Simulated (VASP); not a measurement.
Ga4P, 5 atoms in the cell. It takes space group Im-3m (No. 229, cubic). The conventional cell has a = 5.651 Å, b = 5.651 Å, c = 5.651 Å, α = 90.00°, β = 90.00°, γ = 90.00°. Within 3.2 Å of Ga (site symmetry -3m) lie 2 P at 2.45 Å and 6 Ga at 2.83 Å. P (site symmetry m-3m) has 8 Ga at 2.45 Å within 3.2 Å. 

| Property | Result |
| --- | --- |
| Program | VASP 6.6.1 |
| Task | relaxation of cell and atoms |
| Functional | PBE |
| Potentials or basis | VASP PAW PBE potentials, release 64 (Ga_d, P) |
| Cutoff | 600 eV |
| k mesh | 4 × 4 × 4 |
| Occupations | gaussian, width 0.1 eV |
| Spin | no spin polarisation |
| Dipole correction | no |
| Further INCAR settings | ALGO = Normal; EDIFF = 1e-06; IBRION = 2; EDIFFG = -0.04; NSW = 90; ISIF = 3 |

Potentials or basis: VASP PAW PBE potentials, release 64 (Ga_d, P).

Command:

```bash
$ cat potpaw_PBE.64/Ga_d/POTCAR potpaw_PBE.64/P/POTCAR > POTCAR
$ mpirun -np 1 vasp_std > vasp.out
```

Hardware: 1 thread of Intel Xeon 6975P-C, with other jobs on the host.

Question: How long does it take, and how much memory?

Answer: Run time: 77 s on 1 thread of Intel Xeon 6975P-C, on a shared host, peak memory 0.25 GiB. Counts: scf iterations 32, k points 8, ion steps 3.
